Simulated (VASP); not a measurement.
A run of VASP 6.6.1 is set up as follows.

File INCAR:

```
SYSTEM = WS2
ALGO = Normal
DIPOL = 0.5 0.5 0.500
EDIFF = 1E-6
ENCUT = 520
GGA = PE
IDIPOL = 3
ISIF = 2
ISMEAR = 0
IVDW = 12
LASPH = .TRUE.
LCHARG = .FALSE.
LDIPOL = .TRUE.
LREAL = .FALSE.
LWAVE = .FALSE.
NBANDS = 20
NELM = 60
PREC = Accurate
SIGMA = 0.02
```

KPOINTS

```
k-points
0
G
  12 12 1
  0 0 0
```

The input POSCAR:

```
WS2
1.0
    3.2860000000      0.0000000000      0.0000000000
   -1.6430000000      2.8457594768      0.0000000000
    0.0000000000      0.0000000000     32.2910878415
S W
2 1
Direct
    0.3333333333      0.6666666667      0.4550091869
    0.3333333333      0.6666666667      0.5450030581
    0.6666666667      0.3333333333      0.5000061204
```

Potentials or basis: VASP PAW PBE potentials, release 64 (S, W_sv).

Command:

```bash
$ cat potpaw_PBE.64/S/POTCAR potpaw_PBE.64/W_sv/POTCAR > POTCAR
$ mpirun -np 1 vasp_std > vasp.out
```

Problem. What does it give for the dispersion energy per atom?

Solution. -0.293 eV.

Problem. Estimate the largest force.

Solution. 1.719 eV/Å.

Forces in eV/Å, atoms in the order of the input:
```
S    0.000  0.000 -1.719
S    0.000  0.000  1.719
W    0.000  0.000  0.000
```
